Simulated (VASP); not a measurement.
# Gd3Ru (Im-3m) in VASP: notebook

Runs on Gd3Ru. Level: PBE. Tasks: single point.

All numbers are computed with VASP 6.6.1; they aren't measurements. Logs are shortened: lines on timing, memory, paths and dates and some standing lists are left out, and cuts for length are marked.

### Step 1. The cell of the first run

Symmetry: Im-3m, No. 229, cubic system. The conventional cell has a = 6.032 Å, b = 6.032 Å, c = 6.032 Å, α = 90.00°, β = 90.00°, γ = 90.00°. Within 4.0 Å of Gd (site symmetry 4/mmm) lie 4 Gd at 3.02 Å and 2 Ru at 3.02 Å. Ru (site symmetry m-3m) has 6 Gd at 3.02 Å within 4.0 Å.

The cell was built from a structure type or drawn by symmetry, and may not be a known phase.

### Step 2. Single point, PBE, collinear spin, ferromagnetic start

Input file INCAR:

```
  PREC = Accurate
  ENCUT = 520
  EDIFF = 1E-7
  ISMEAR = 0
  SIGMA = 0.1
  LREAL = F
  LASPH = T
  NELM = 150
  ALGO = Normal
  ISIF = 2
  LWAVE = F
  LCHARG = T
  ISPIN = 2
  MAGMOM = 7 7 7 0
  LORBIT = 11
  LMAXMIX = 6
  GGA = PE
  LELF = T
  LVHAR = T
  NBANDS = 46
```

Input file KPOINTS:

```
Automatic mesh
0
Gamma
  4 4 4
```

Input file POSCAR:

```
Gd3Ru
1.0
   -3.0161951450      3.0161951450      3.0161951450
    3.0161951450     -3.0161951450      3.0161951450
    3.0161951450      3.0161951450     -3.0161951450
Gd Ru
3 1
Direct
    0.0000000000      0.5000000000      0.5000000000
    0.5000000000      0.0000000000      0.5000000000
    0.5000000000      0.5000000000      0.0000000000
    0.0000000000      0.0000000000      0.0000000000
```

Potentials or basis: VASP PAW PBE potentials, release 64 (Gd, Ru_pv).

Launch:

```
$ cat potpaw_PBE.64/Gd/POTCAR potpaw_PBE.64/Ru_pv/POTCAR > POTCAR
$ mpirun -np 1 vasp_std > vasp.out
```

OUTCAR:

```text
PREC = Accurate
   ENCUT = 520
   EDIFF = 1E-7
   ISMEAR = 0
   LREAL = F
   LASPH = T
   NELM = 150
   ISIF = 2
   ISPIN = 2
   LORBIT = 11
   GGA = PE

 ion  position               nearest neighbor table
   1  0.000  0.500  0.500-   2 3.02   3 3.02   4 3.02   4 3.02   3 3.02   2 3.02
   2  0.500  0.000  0.500-   1 3.02   3 3.02   4 3.02   3 3.02   4 3.02   1 3.02
   3  0.500  0.500  0.000-   1 3.02   2 3.02   4 3.02   2 3.02   1 3.02   4 3.02
   4  0.000  0.000  0.000-   1 3.02   2 3.02   3 3.02   1 3.02   2 3.02   3 3.02

  LATTYP: Found a body centered cubic cell.
 ALAT       =     6.0323902900

  Lattice vectors:

 A1 = (  -3.0161951450,   3.0161951450,   3.0161951450)
 A2 = (   3.0161951450,  -3.0161951450,   3.0161951450)
 A3 = (   3.0161951450,   3.0161951450,  -3.0161951450)

Analysis of symmetry for initial positions (statically):
=====================================================================
 Subroutine PRICEL returns:
 Original cell was already a primitive cell.

 Routine SETGRP: Setting up the symmetry group for a
 body centered cubic supercell.

 Subroutine GETGRP returns: Found 48 space group operations
 (whereof 48 operations were pure point group operations)
 out of a pool of 48 trial point group operations.

The static configuration has the point symmetry O_h .

Analysis of symmetry for dynamics (positions and initial velocities):
=====================================================================
 Subroutine PRICEL returns:
 Original cell was already a primitive cell.

 Routine SETGRP: Setting up the symmetry group for a
 body centered cubic supercell.

 Subroutine GETGRP returns: Found 48 space group operations
 (whereof 48 operations were pure point group operations)
 out of a pool of 48 trial point group operations.

The dynamic configuration has the point symmetry O_h .

Analysis of structural, dynamic, and magnetic symmetry:
=====================================================================
 Subroutine PRICEL returns:
 Original cell was already a primitive cell.

 Routine SETGRP: Setting up the symmetry group for a
 body centered cubic supercell.

 Subroutine GETGRP returns: Found 48 space group operations
 (whereof 48 operations were pure point group operations)
 out of a pool of 48 trial point group operations.

The overall configuration has the point symmetry O_h .

 Subroutine INISYM returns: Found 48 space group operations
 (whereof 48 operations are pure point group operations),
 and found     1 'primitive' translations

----------------------------------------------------------------------------------------

                                     Primitive cell

  volume of cell :     109.7585

  direct lattice vectors                    reciprocal lattice vectors
    -3.016195145  3.016195145  3.016195145     0.000000000  0.165771767  0.165771767
     3.016195145 -3.016195145  3.016195145     0.165771767  0.000000000  0.165771767
     3.016195145  3.016195145 -3.016195145     0.165771767  0.165771767  0.000000000

  length of vectors
     5.224203237  5.224203237  5.224203237     0.234436682  0.234436682  0.234436682

  position of ions in fractional coordinates (direct lattice)
     0.000000000  0.500000000  0.500000000
     0.500000000  0.000000000  0.500000000
     0.500000000  0.500000000  0.000000000
     0.000000000  0.000000000  0.000000000

  ion indices of the primitive-cell ions
   primitive index   ion index
                 1           1
                 2           2
                 3           3
                 4           4

----------------------------------------------------------------------------------------

 KPOINTS: Automatic mesh

Automatic generation of k-mesh.
 Grid dimensions read from file:
 generate k-points for:    4    4    4

 Generating k-lattice:

  Cartesian coordinates                     Fractional coordinates (reciprocal lattice)
     0.000000000  0.041442942  0.041442942     0.250000000  0.000000000  0.000000000
     0.041442942  0.000000000  0.041442942     0.000000000  0.250000000  0.000000000
     0.041442942  0.041442942  0.000000000     0.000000000  0.000000000  0.250000000

  Length of vectors
     0.058609170  0.058609170  0.058609170

  Shift w.r.t. Gamma in fractional coordinates (k-lattice)
     0.000000000  0.000000000  0.000000000

 Subroutine IBZKPT returns following result:
 ===========================================

 Found      8 irreducible k-points:

 Following reciprocal coordinates:
            Coordinates               Weight
  0.000000  0.000000  0.000000      1.000000
  0.250000  0.000000  0.000000     12.000000
  0.500000  0.000000  0.000000      6.000000
  0.250000  0.250000  0.000000     24.000000
  0.250000  0.250000  0.250000      2.000000
 -0.250000  0.250000  0.250000      6.000000
  0.500000  0.500000  0.250000     12.000000
  0.500000  0.500000  0.500000      1.000000
   k-points           NKPTS =      8   k-points in BZ     NKDIM =      8   number of bands    NBANDS=     46
   number of dos      NEDOS =    301   number of ions     NIONS =      4
   total plane-waves  NPLWV =  64000
   dimension x,y,z NGX =    40 NGY =   40 NGZ =   40
   dimension x,y,z NGXF=    80 NGYF=   80 NGZF=   80
   ions per type =               3   1
   NGX,Y,Z   is equivalent  to a cutoff of  12.73, 12.73, 12.73 a.u.
   NGXF,Y,Z  is equivalent  to a cutoff of  25.46, 25.46, 25.46 a.u.
 SYSTEM =  unknown system
   PREC   = accura    normal or accurate (medium, high low for compatibility)
   ISTART =      0    job   : 0-new  1-cont  2-samecut
   ICHARG =      2    charge: 1-file 2-atom 10-const
   ISPIN  =      2    spin polarized calculation?
   LNONCOLLINEAR =      F non collinear calculations
   LSORBIT =      F    spin-orbit coupling
   LASPH  =      T    aspherical Exc in radial PAW
   ENCUT  =  520.0 eV  38.22 Ry    6.18 a.u.   9.71  9.71  9.71*2*pi/ulx,y,z
   NELM   =    150;   NELMIN=  2; NELMDL= -5     # of ELM steps
   EDIFF  = 0.1E-06   stopping-criterion for ELM
   LREAL  =      F    real-space projection
   EDIFFG = 0.1E-05   stopping-criterion for IOM
   NSW    =      0    number of steps for IOM
   IBRION =     -1    ionic relax: 0-MD 1-quasi-New 2-CG
   NFREE  =      0    steps in history (QN), initial steepest desc. (CG)
   ISIF   =      2    stress and relaxation
   ISYM   =      2    0-nonsym 1-usesym 2-fastsym
   POTIM  = 0.5000    time-step for ionic-motion
   TEBEG  =    0.0;   TEEND  =   0.0 temperature during run
   PSTRESS=    0.0 pullay stress
   NELECT =      68.0000    total number of electrons
   NUPDOWN=      -1.0000    fix difference up-down
   EMIN   =  10.00;   EMAX   =-10.00  energy-range for DOS
   EFERMI =   0.00;   METHOD = LEGACY
   ISMEAR =     0;   SIGMA  =   0.10  broadening in eV -4-tet -1-fermi 0-gaus
   EFERMI_NEDOS =   21; number of points for ismear=-14 and -15
   IALGO  =     38    algorithm
   IMIX   =      4    mixing-type and parameters
     AMIX     =   0.40;   BMIX     =  1.00
     AMIX_MAG =   1.60;   BMIX_MAG =  1.00
  volume/ion in A,a.u.               =      27.44       185.17
  Fermi-wavevector in a.u.,A,eV,Ry     =   1.395613  2.637326 26.500556  1.947736
  Thomas-Fermi vector in A             =   2.519048
   LORBIT       =     11    0 simple, 1 ext, 2 COOP (PROOUT), +10 PAW based schemes
   GGA     = PE    functional components
   LHFCALC =     F    Hartree Fock is set to
   AEXX    =    0.0000 exact exchange contribution
   IVDW    =     0    specifies the selected vdW correction
   LEPSILON=     F    determine dielectric tensor
   LRPA    =     F    only Hartree local field effects (RPA)
 spin polarized calculation
 Gauss-broadening in eV      SIGMA  =   0.10
  energy-cutoff  :      520.00
  volume of cell :      109.76
 maximum number of plane-waves:      2988
 NGX is ok and might be reduce to    40
   NGX = 19   NGY = 19   NGZ = 19

 number of electron      67.9999997 magnetization      23.2985037

 Free energy of the ion-electron system (eV)
  ---------------------------------------------------
  ext. energy  EPLUGINS =         0.00000000
  ---------------------------------------------------
  free energy    TOTEN  =       -41.72708988 eV

  energy without entropy =      -41.70915279  energy(sigma->0) =      -41.71812134

 E-fermi :   3.8633     XC(G=0): -10.5752

 val. band max:        3.8600636078   @ k =   0.2500   0.2500   0.0000
 cond. band min:       3.9207980301   @ k =   0.5000   0.5000   0.5000
 fundamental gap:      0.0607344223
 Fermi energy:         3.8632753813

 spin component 1

 k-point     1 :       0.0000    0.0000    0.0000
  band No.  band energies     occupation
      1     -41.3850      1.00000
      2     -41.1205      1.00000
      3     -41.1205      1.00000
      4     -37.7679      1.00000
      5     -37.7679      1.00000
      6     -37.7679      1.00000
[... 38 lines left out ...]
     45       3.3514      1.00000
     46       4.6617      0.00000
[... 301 lines left out ...]
      5     -37.7681      1.00000
      6     -37.7681      1.00000
[... 38 lines left out ...]
     45       2.8048      1.00000
     46       4.6425      0.00000
 Fermi energy:         3.8632753813

 spin component 2

 k-point     1 :       0.0000    0.0000    0.0000
  band No.  band energies     occupation
      1     -38.0887      1.00000
      2     -37.8260      1.00000
      3     -37.8260      1.00000
      4     -37.8260      1.00000
      5     -37.7907      1.00000
      6     -37.7907      1.00000
[... 38 lines left out ...]
     45       4.8555      0.00000
     46       5.0985      0.00000
[... 302 lines left out ...]
      6     -37.6998      1.00000
[... 38 lines left out ...]
     45       4.8774      0.00000
     46       5.4503      0.00000

------------------------ aborting loop because EDIFF is reached ----------------------------------------

  FORCE on cell =-STRESS in cart. coord.  units (eV):
  Direction    XX          YY          ZZ          XY          YZ          ZX
  --------------------------------------------------------------------------------------
  -------------------------------------------------------------------------------------
  Total       -0.0824304     -0.0824304     -0.0824304      0.0000000     -0.0000000     -0.0000000
  in kB       -1.2032602     -1.2032602     -1.2032602      0.0000000     -0.0000000     -0.0000000
  external PRESSURE =      -1.2032602 kB  Pullay stress =       0.0000000 kB

 VOLUME and BASIS-vectors are now :
 -----------------------------------------------------------------------------
  energy-cutoff  :      520.00
  volume of cell :      109.76
      direct lattice vectors                 reciprocal lattice vectors
    -3.016195145  3.016195145  3.016195145     0.000000000  0.165771767  0.165771767
     3.016195145 -3.016195145  3.016195145     0.165771767  0.000000000  0.165771767
     3.016195145  3.016195145 -3.016195145     0.165771767  0.165771767  0.000000000

 POSITION                                       TOTAL-FORCE (eV/Angst)
 -----------------------------------------------------------------------------------
      3.01620      0.00000      0.00000         0.000000     -0.000000      0.000000
      0.00000      3.01620      0.00000        -0.000000      0.000000     -0.000000
      0.00000      0.00000      3.01620         0.000000     -0.000000      0.000000
      0.00000      0.00000      0.00000        -0.000000      0.000000     -0.000000
 -----------------------------------------------------------------------------------
    total drift:                               -0.000000     -0.000000      0.000000

  FREE ENERGIE OF THE ION-ELECTRON SYSTEM (eV)
  ---------------------------------------------------
  free  energy   TOTEN  =       -41.7270898830 eV

  energy  without entropy=      -41.7091527872  energy(sigma->0) =      -41.71812134

 total charge

# of ion       s       p       d       f       tot
--------------------------------------------------
    1        2.072   5.556   0.705   6.993  15.327
    2        2.072   5.556   0.705   6.993  15.327
    3        2.072   5.556   0.705   6.993  15.327
    4        0.370   6.051   6.085   0.000  12.507
--------------------------------------------------
tot          6.586  22.720   8.201  20.980  58.487

 magnetization (x)

# of ion       s       p       d       f       tot
--------------------------------------------------
    1        0.029  -0.067   0.370   6.794   7.127
    2        0.029  -0.067   0.370   6.794   7.127
    3        0.029  -0.067   0.370   6.794   7.127
    4        0.010   0.008  -0.086   0.000  -0.069
--------------------------------------------------
tot          0.098  -0.193   1.025  20.383  21.313
```

It took 11 min on 1 thread of AMD EPYC 7R13 (Zen 3), shared host; peak memory 0.31 GiB.

What came out:

| Item | Value |
| --- | --- |
| Free energy | -41.7271 eV |
| Pressure | -0.1 GPa |
| Net moment | 23.30 μB per cell |
| Site moments | Gd +7.13; Ru -0.07 μB |
| Valence electrons inside the program's atomic spheres | Gd 15.33; Ru 12.51 |

Levels at points of the mesh, in eV from the Fermi level:
Spin up:
```
           k point  band 41  band 42  band 43  band 44  band 45  band 46
(0.00, 0.00, 0.00)    -2.01    -2.01    -0.91    -0.91    -0.51     0.80
(0.50, 0.00, 0.00)    -1.29    -0.97    -0.68    -0.64    -0.57     0.33
(0.50, 0.50, 0.50)    -1.78    -1.78    -1.39    -1.39    -1.06     0.78
```
Spin down:
```csv
k point,band 20,band 21,band 22,band 23,band 24,band 25
"(0.00, 0.00, 0.00)",-1.61,-1.61,0.49,0.49,0.49,0.56
"(0.50, 0.00, 0.00)",-1.09,-0.77,-0.70,-0.62,0.43,0.48
"(0.50, 0.50, 0.50)",-1.43,-1.43,0.06,0.06,0.32,0.32
```

Caveat: the k points lie up to 0.37 Å⁻¹ apart; the highest band is partly filled, so the run has too few bands; spin-orbit coupling is left out, which moves the levels of the heavy elements; semilocal functionals describe open f shells poorly, which spoils levels, moments and volumes.

### Step 3. Single point, PBE, collinear spin, ferromagnetic start

This run uses another cell than the first one, of 24.41 Å³/atom.

Input file INCAR:

```
PREC = Accurate ; ENCUT = 520
EDIFF = 1E-6 ; ISMEAR = 0
SIGMA = 0.1 ; LREAL = F
LASPH = T ; NELM = 150
ALGO = Normal ; ISIF = 2
LWAVE = F ; LCHARG = F
ISPIN = 2 ; MAGMOM = 7 7 7 0
LORBIT = 11 ; LMAXMIX = 6
GGA = PE ; NBANDS = 46
```

KPOINTS is that of step 2.

Input file POSCAR:

```
Gd3Ru
1.0
   -2.9007917300      2.9007917300      2.9007917300
    2.9007917300     -2.9007917300      2.9007917300
    2.9007917300      2.9007917300     -2.9007917300
Gd Ru
3 1
Direct
    0.0000000000      0.5000000000      0.5000000000
    0.5000000000      0.0000000000      0.5000000000
    0.5000000000      0.5000000000      0.0000000000
    0.0000000000      0.0000000000      0.0000000000
```

Potentials or basis: VASP PAW PBE potentials, release 64 (Gd, Ru_pv).

Launch:

```
$ cat potpaw_PBE.64/Gd/POTCAR potpaw_PBE.64/Ru_pv/POTCAR > POTCAR
$ mpirun -np 1 vasp_std > vasp.out
```

Wall time 12 min (1 thread of Intel Xeon Platinum 8375C at 2.90GHz (Ice Lake), shared host); peak memory 0.31 GiB.

Results (log left out):

| Item | Value |
| --- | --- |
| Free energy | -41.4685 eV |
| Pressure | 7.3 GPa |
| Net moment | 22.87 μB per cell |
| Site moments | Gd +7.09; Ru -0.06 μB |
| Valence electrons inside the program's atomic spheres | Gd 15.41; Ru 12.60 |

Levels at points of the mesh, in eV from the Fermi level:
Spin up:
```tsv
k point	band 41	band 42	band 43	band 44	band 45	band 46
(0.00, 0.00, 0.00)	-2.34	-2.34	-0.86	-0.86	-0.43	0.89
(0.50, 0.00, 0.00)	-1.44	-1.18	-0.72	-0.66	-0.57	0.28
(0.50, 0.50, 0.50)	-2.13	-2.13	-1.49	-1.49	-1.14	0.84
```
Spin down:
```csv
k point,band 19,band 20,band 21,band 22,band 23,band 24,band 25,band 26,band 27,band 28
"(0.00, 0.00, 0.00)",-3.01,-1.93,-1.93,0.61,0.61,0.61,0.70,0.70,0.70,0.83
"(0.50, 0.00, 0.00)",-1.39,-1.35,-0.96,-0.84,-0.58,0.48,0.50,0.52,0.62,0.70
"(0.50, 0.50, 0.50)",-1.77,-1.77,-1.77,0.14,0.14,0.40,0.40,0.40,0.58,0.64
```

Caveat: the k points lie up to 0.38 Å⁻¹ apart; the highest band is partly filled, so the run has too few bands; spin-orbit coupling is left out, which moves the levels of the heavy elements; semilocal functionals describe open f shells poorly, which spoils levels, moments and volumes. The state reached can hang on the start; a lower one may exist.
